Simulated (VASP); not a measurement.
A run of VASP 6.6.1 is set up as follows.

The input INCAR:

```
PREC = Accurate ; ENCUT = 600
EDIFF = 1E-7 ; ISMEAR = -1
SIGMA = 0.05 ; LREAL = False
LASPH = True ; NELM = 60
ALGO = Normal ; ISIF = 3
LWAVE = False ; LCHARG = False
GGA = CA ; IBRION = 2
NSW = 32 ; EDIFFG = -0.005
PSTRESS = 1200.0
```

File KPOINTS:

```
regular mesh
0
Gamma
  19 19 19
```

File POSCAR:

```
Mo
1.0
   -1.4322269388      1.4322269388      1.4322269388
    1.4322269388     -1.4322269388      1.4322269388
    1.4322269388      1.4322269388     -1.4322269388
Mo
1
Direct
    0.0000000000      0.0000000000      0.0000000000
```

Potentials or basis: VASP PAW LDA potentials, release 64 (Mo_sv).

Command:

```console
$ cat potpaw_LDA.64/Mo_sv/POTCAR > POTCAR
$ mpirun -np 1 vasp_std > vasp.out
```

(1) What does it give for the space group after relaxing (to 0.05 Å)?

(2) What does it give for the band gap on the k mesh?

(3) Predict the relaxed cell.

(4) What does it give for the relaxed volume?

Answers

(1) Im-3m (No. 229).

(2) zero (band 7 reaches 23.15 eV, above the bottom of band 8 at 15.51 eV).

(3) a = 2.484 Å, b = 2.484 Å, c = 2.484 Å, α = 109.47°, β = 109.47°, γ = 109.47°.

(4) 11.80 Å³/atom.

Caveat: the cell is relaxed towards a set pressure, so the enthalpy falls and the energy may rise.
